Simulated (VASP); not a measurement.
TlSnH3:

```
Tl Sn H
1.0
     4.33014    0.00000    0.00000
     0.00000    4.33014    0.00000
     0.00000    0.00000    4.33014
Tl Sn H
1 1 3
Cartesian
  2.1651 2.1651 2.1651
  0.0000 0.0000 0.0000
  0.0000 2.1651 2.1651
  2.1651 0.0000 2.1651
  2.1651 2.1651 0.0000
```

The cell was built from a structure type or drawn by symmetry, and may not be a known phase.

| Property | Result |
| --- | --- |
| Program | VASP 6.6.1 |
| Task | relaxation of cell and atoms |
| Functional | PBE |
| Potentials or basis | VASP PAW PBE potentials, release 64 (Tl_d, Sn_d, H) |
| Cutoff | 600 eV |
| k mesh | 10 × 10 × 10 |
| Occupations | gaussian, width 0.1 eV |
| Spin | no spin polarisation |

At the start: pressure -2.7 GPa; volume 16.24 Å³/atom.

How do energy, volume and symmetry change on relaxing?

Over 4 steps the energy falls by 10.9 meV/atom and the volume is 15.02 Å³/atom (-7.5 %); space group Pm-3m (No. 221, to 0.1 Å) before and after.

The path:
| step | energy change (eV) | largest force (eV/Å) | pressure (GPa) | volume (Å³) |
| --- | --- | --- | --- | --- |
| 1 | 0.0000 | 0.0000 | -2.66 | 81.19 |
| 2 | -0.0407 | 0.0000 | -1.45 | 78.06 |
| 3 | -0.0543 | 0.0000 | -0.18 | 75.48 |
| 4 | -0.0545 | 0.0000 | 0.00 | 75.12 |

Final structure:
```
CELL_PARAMETERS angstrom
4.21942 0.00000 0.00000
0.00000 4.21942 0.00000
0.00000 0.00000 4.21942
ATOMIC_POSITIONS crystal
Tl 0.50000 0.50000 0.50000
Sn 0.00000 0.00000 0.00000
H 0.00000 0.50000 0.50000
H 0.50000 0.00000 0.50000
H 0.50000 0.50000 0.00000
```
